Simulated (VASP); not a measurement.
Write the native input for VASP 6.6.1 that does the following.

```yaml
Task: single point
Functional: PBE
Dispersion: D4
Potentials_or_basis: VASP PAW PBE potentials, release 64 (Pb_d, S)
Cutoff: 520 eV
k_mesh: 4 × 4 × 4
Occupations: gaussian, width 0.01 eV
Spin: no spin polarisation
Dipole_correction: no
Further_INCAR_settings: ALGO = Normal; EDIFF = 1e-06; NBANDS = 17
```

The structure of PbS (Galena) lies in POSCAR:

```
PbS
1.0
   -0.0839995344      2.9723674966      3.0398095268
    2.9035131204     -0.0188913811      2.9747013735
    2.9037234698      2.9074696928     -0.0191017305
Pb S
1 1
Direct
    0.0164700000      0.9778200000      0.0022300000
    0.4897500000      0.4950700000      0.5116800000
```

The input as run:

INCAR

```
SYSTEM = PbS
PREC     = Accurate       ! precision mode
ENCUT    = 520            ! plane-wave cutoff, eV
EDIFF    = 1E-6           ! SCF threshold, eV
ISMEAR   = 0              ! smearing method
SIGMA    = 0.01           ! smearing width, eV
LREAL    = .False.        ! projectors in reciprocal space
LASPH    = .True.         ! aspherical terms in the spheres
NELM     = 60             ! most SCF steps
ALGO     = Normal         ! electronic algorithm
ISIF     = 2              ! what is computed and relaxed
LWAVE    = .False.        ! write WAVECAR
LCHARG   = .True.         ! write CHGCAR
GGA      = PE             ! functional
IVDW     = 13             ! dispersion correction
LELF     = .True.         ! ELF
LVHAR    = .True.       
NBANDS   = 17             ! bands
```

KPOINTS

```
regular mesh
0
Gamma
  4 4 4
  0 0 0
```

Potentials or basis: VASP PAW PBE potentials, release 64 (Pb_d, S).

Run with:

```bash
$ cat potpaw_PBE.64/Pb_d/POTCAR potpaw_PBE.64/S/POTCAR > POTCAR
$ mpirun -np 1 vasp_std > vasp.out
```

Results of the run:

```json
{"Pressure": "0.1 GPa", "Largest force": "0.029 eV/Å", "Band gap on the k mesh": "0.23 eV, indirect (least direct gap 0.37 eV)", "Dispersion energy per atom": "-0.377 eV"}
```

Caveat: the k points lie up to 0.46 Å⁻¹ apart; spin-orbit coupling is left out, which moves the levels of the heavy elements.

Run time: 22 s on 1 thread of Intel Xeon 6975P-C, on a shared host, peak memory 0.19 GiB.
